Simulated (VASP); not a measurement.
# NaCu2Au2 in VASP: relaxation of the atoms with LDA

Aim: the relaxation of the atoms of NaCu2Au2 with LDA.

Program: VASP 6.6.1. These are calculated values, not measurements. Logs are shortened: lines on timing, memory, paths and dates and some standing lists are left out, and cuts for length are marked.

## Step 1: The cell of the first run

The cell holds a slab with vacuum, 5 atoms: a = 4.571 Å, b = 4.571 Å, c = 22.679 Å, α = 90.00°, β = 90.00°, γ = 36.81°.

## Step 2: Relaxation of the atoms, LDA

INCAR

```
ALGO = Normal ; DIPOL = 0.5 0.5 0.484
EDIFF = 1E-7 ; EDIFFG = -0.05
ENCUT = 520 ; GGA = CA
GGA_COMPAT = False ; IBRION = 2
IDIPOL = 3 ; ISIF = 2
ISMEAR = -1 ; KPAR = 4
LASPH = True ; LCHARG = False
LDIPOL = True ; LREAL = False
LWAVE = False ; NELM = 120
NELMDL = -8 ; NELMIN = 4
NSW = 45 ; PREC = Accurate
SIGMA = 0.15
```

KPOINTS

```
k-points
0
Gamma
  6 6 1
```

POSCAR

```
NaCu2Au2
1.0
    4.5707266756      0.0000000000      0.0000000000
    3.6595310599      2.7384989246      0.0000000000
    0.0000000000      0.0000000000     22.6793414091
Cu Au Na
2 2 1
Selective dynamics
Direct
    0.7223217553      0.7223217785      0.4200495493  F F F
    0.1669652658      0.1669653356      0.5282049947  F F F
    0.0000000000      0.0000000000      0.3659718265  F F F
    0.4446435105      0.4446435571      0.4741272720  F F F
    0.6669652658      0.1669653356      0.6340281735  T T T
```

Potentials or basis: VASP PAW LDA potentials, release 64 (Cu, Au, Na_pv).

The run is started by

```sh
cat potpaw_LDA.64/Cu/POTCAR potpaw_LDA.64/Au/POTCAR potpaw_LDA.64/Na_pv/POTCAR > POTCAR
mpirun -np 4 vasp_std > vasp.out
```

OUTCAR:

```text
EDIFF = 1E-7
   EDIFFG = -0.05
   ENCUT = 520
   GGA = CA
   IBRION = 2
   ISIF = 2
   ISMEAR = -1
   LASPH = True
   LREAL = False
   NELM = 120
   NELMDL = -8
   NELMIN = 4
   NSW = 45
   PREC = Accurate

 ion  position               nearest neighbor table
   1  0.722  0.722  0.420-   4 2.70   3 2.70   4 2.70   4 2.70   3 2.70   3 2.70
   2  0.167  0.167  0.528-   4 2.70   4 2.70   4 2.70
   3  0.000  0.000  0.366-   1 2.70   1 2.70   1 2.70   4 2.89   4 2.89
   4  0.445  0.445  0.474-   1 2.70   2 2.70   1 2.70   2 2.70   2 2.70   1 2.70   3 2.89   3 2.89

   5  0.667  0.167  0.634-

  LATTYP: Found a base centered orthorhombic cell.
 ALAT       =     2.8861139635
 B/A-ratio  =     3.0053902290
 C/A-ratio  =     7.8580893534

  Lattice vectors:

 A1 = (  -3.6595310599,  -2.7384989246,   0.0000000000)
 A2 = (   4.5707266756,   0.0000000000,   0.0000000000)
 A3 = (   0.0000000000,   0.0000000000,  22.6793414091)

Analysis of symmetry for initial positions (statically):
=====================================================================
 Subroutine PRICEL returns:
 Original cell was already a primitive cell.

 Routine SETGRP: Setting up the symmetry group for a
 base centered orthorhombic supercell.

 Subroutine GETGRP returns: Found  1 space group operations
 (whereof  1 operations were pure point group operations)
 out of a pool of  8 trial point group operations.

The static configuration has the point symmetry C_1 .

Analysis of symmetry for dynamics (positions and initial velocities):
=====================================================================
 Subroutine PRICEL returns:
 Original cell was already a primitive cell.

 Routine SETGRP: Setting up the symmetry group for a
 base centered orthorhombic supercell.

 Subroutine GETGRP returns: Found  1 space group operations
 (whereof  1 operations were pure point group operations)
 out of a pool of  8 trial point group operations.

The dynamic configuration has the point symmetry C_1 .

Analysis of constrained symmetry for selective dynamics:
=====================================================================
 Subroutine PRICEL returns:
 Original cell was already a primitive cell.

[... 131 lines left out ...]
  Thomas-Fermi vector in A             =   2.049423
   LORBIT       =      0    0 simple, 1 ext, 2 COOP (PROOUT), +10 PAW based schemes
   GGA     = CA    functional components
   LHFCALC =     F    Hartree Fock is set to
   AEXX    =    0.0000 exact exchange contribution
   IVDW    =     0    specifies the selected vdW correction
   LEPSILON=     F    determine dielectric tensor
   LRPA    =     F    only Hartree local field effects (RPA)
 conjugate gradient relaxation of ions
 non-spin polarized calculation
  energy-cutoff  :      520.00
  volume of cell :      283.88
 maximum number of plane-waves:      7733
 NGX is ok and might be reduce to    36
   NGX = 17   NGY = 17   NGZ = 85

--------------------------------------- Ionic step        1  -------------------------------------------

 number of electron      50.9999990 magnetization

 Free energy of the ion-electron system (eV)
  ---------------------------------------------------
  ext. energy  EPLUGINS =         0.00000000
  ---------------------------------------------------
  free energy    TOTEN  =       -17.14525009 eV

  energy without entropy =      -17.00535484  energy(sigma->0) =      -17.07530247

------------------------ aborting loop because EDIFF is reached ----------------------------------------

  FORCE on cell =-STRESS in cart. coord.  units (eV):
  Direction    XX          YY          ZZ          XY          YZ          ZX
  --------------------------------------------------------------------------------------
  -------------------------------------------------------------------------------------
  Total       -7.6234640     -7.3107744     -5.5081872     -0.2288121     -0.1010743     -0.2756692
  in kB      -43.0263661    -41.2615653    -31.0878730     -1.2914018     -0.5704571     -1.5558601
  external PRESSURE =     -38.4586015 kB  Pullay stress =       0.0000000 kB
[... 98 lines left out ...]
  FREE ENERGIE OF THE ION-ELECTRON SYSTEM (eV)
  ---------------------------------------------------
  free  energy   TOTEN  =       -17.2272426221 eV

  energy  without entropy=      -17.0896722180  energy(sigma->0) =      -17.15845742

[... ionic steps 4 to 10 ...]

--------------------------------------- Ionic step       11  -------------------------------------------

 number of electron      50.9999985 magnetization

------------------------ aborting loop because EDIFF is reached ----------------------------------------
[... 73 lines left out ...]
--------------------------------------- Ionic step       13  -------------------------------------------

 number of electron      50.9999989 magnetization

 dipolmoment           0.000000      0.000000     -0.177089 electrons x Angstroem

 Free energy of the ion-electron system (eV)
  ---------------------------------------------------
  ext. energy  EPLUGINS =         0.00000000
  ---------------------------------------------------
  free energy    TOTEN  =       -17.65020838 eV

  energy without entropy =      -17.51210429  energy(sigma->0) =      -17.58115634

 E-fermi :  -1.1165     XC(G=0):  -4.2529

 val. band max:       -1.3676774684   @ k =   0.3333   0.1667   0.0000
 cond. band min:      -1.0858926723   @ k =   0.1667   0.1667   0.0000
 fundamental gap:      0.2817847961
 Fermi energy:        -1.1165052899

 k-point     1 :       0.0000    0.0000    0.0000
  band No.  band energies     occupation
      1     -25.7190      2.00000
      2     -25.6904      2.00000
      3     -25.6563      2.00000
      4      -9.1724      2.00000
      5      -7.1638      2.00000
      6      -6.7792      2.00000
[... 649 lines left out ...]
     29      -0.0328      0.00146
     30       1.0525      0.00000

------------------------ aborting loop because EDIFF is reached ----------------------------------------

 vacuum level on the upper side and lower side of the slab       (xc-potential included)        -1.259         1.244

  FORCE on cell =-STRESS in cart. coord.  units (eV):
  Direction    XX          YY          ZZ          XY          YZ          ZX
  --------------------------------------------------------------------------------------
  -------------------------------------------------------------------------------------
  Total       -5.8034934     -6.4851730     -3.4571253      0.1959042     -0.1597994     -0.3292932
  in kB      -32.7545633    -36.6019215    -19.5118048      1.1056714     -0.9018983     -1.8585106
  external PRESSURE =     -29.6227632 kB  Pullay stress =       0.0000000 kB
[... 20 lines left out ...]
  FREE ENERGIE OF THE ION-ELECTRON SYSTEM (eV)
  ---------------------------------------------------
  free  energy   TOTEN  =       -17.6502083843 eV

  energy  without entropy=      -17.5121042894  energy(sigma->0) =      -17.58115634

 reached required accuracy - stopping structural energy minimisation

 vacuum level on the upper side and lower side of the slab         1.723         4.283
```

OSZICAR:

```text
N       E                     dE             d eps       ncg     rms          rms(c)
DAV:   1     0.418928574452E+03    0.41893E+03   -0.20817E+04  1256   0.153E+03
DAV:   2     0.388372130870E+02   -0.38009E+03   -0.36120E+03  1290   0.360E+02
DAV:   3    -0.147898786404E+02   -0.53627E+02   -0.48966E+02  1848   0.147E+02
DAV:   4    -0.191171813118E+02   -0.43273E+01   -0.41334E+01  1596   0.406E+01
[... 227 lines left out ...]
DAV:  13    -0.176502077371E+02   -0.26966E-06   -0.51897E-08   846   0.268E-03    0.210E-04
DAV:  14    -0.176502079585E+02   -0.22132E-06   -0.33921E-08   852   0.316E-03    0.136E-04
DAV:  15    -0.176502080703E+02   -0.11188E-06   -0.14683E-08   864   0.227E-03    0.127E-04
DAV:  16    -0.176502083350E+02   -0.26471E-06   -0.63724E-08   828   0.198E-03    0.105E-04
DAV:  17    -0.176502083843E+02   -0.49271E-07   -0.11152E-08   858   0.101E-03
  13 F= -.17650208E+02 E0= -.17581156E+02  d E =-.818265E-01
```

Run time: 31 min. Hardware: 4 MPI ranks of Intel Xeon 6975P-C (Granite Rapids), shared host; peak memory 0.56 GiB.

Results:

| Property | Result |
| --- | --- |
| Free energy | -17.6502 eV |
| Energy gained by relaxing | 101.0 meV/atom |
| Ionic steps | 13 |
| Band gap on the k mesh | zero (an odd number of electrons rules out a gap without spin polarisation) |

Step by step:
| step | energy change (eV) | largest force on free atoms (eV/Å) | pressure (GPa) |
| --- | --- | --- | --- |
| 1 | 0.0000 | 0.6507 | -3.85 |
| 2 | -0.0205 | 0.6533 | -3.84 |
| 3 | -0.0820 | 0.6529 | -3.81 |
| 4 | -0.2025 | 0.6188 | -3.72 |
| 5 | -0.3919 | 0.3260 | -3.36 |
| 6 | 0.2352 | 3.1465 | -1.06 |
| 7 | -0.4114 | 0.2212 | -3.26 |
| 8 | -0.4226 | 0.1259 | -3.03 |
| 9 | -0.4231 | 0.1048 | -3.08 |
| 10 | -0.4266 | 0.1111 | -3.08 |
| 11 | -0.4382 | 0.1284 | -3.06 |
| 12 | -0.4648 | 0.1456 | -3.03 |
| 13 | -0.5050 | 0.0442 | -2.96 |

Final structure:
```
Cu Au Na
1.0
     4.57073    0.00000    0.00000
     3.65953    2.73850    0.00000
     0.00000    0.00000   22.67934
Cu Au Na
2 2 1
Direct
  0.72232 0.72232 0.42005
  0.16697 0.16697 0.52821
  0.00000 0.00000 0.36597
  0.44464 0.44464 0.47413
  0.88362 0.91109 0.59087
```

Caveat: the k points lie up to 0.38 Å⁻¹ apart, too coarse for converged energies and pressures of a metal; spin-orbit coupling is left out, which moves the levels of the heavy elements.
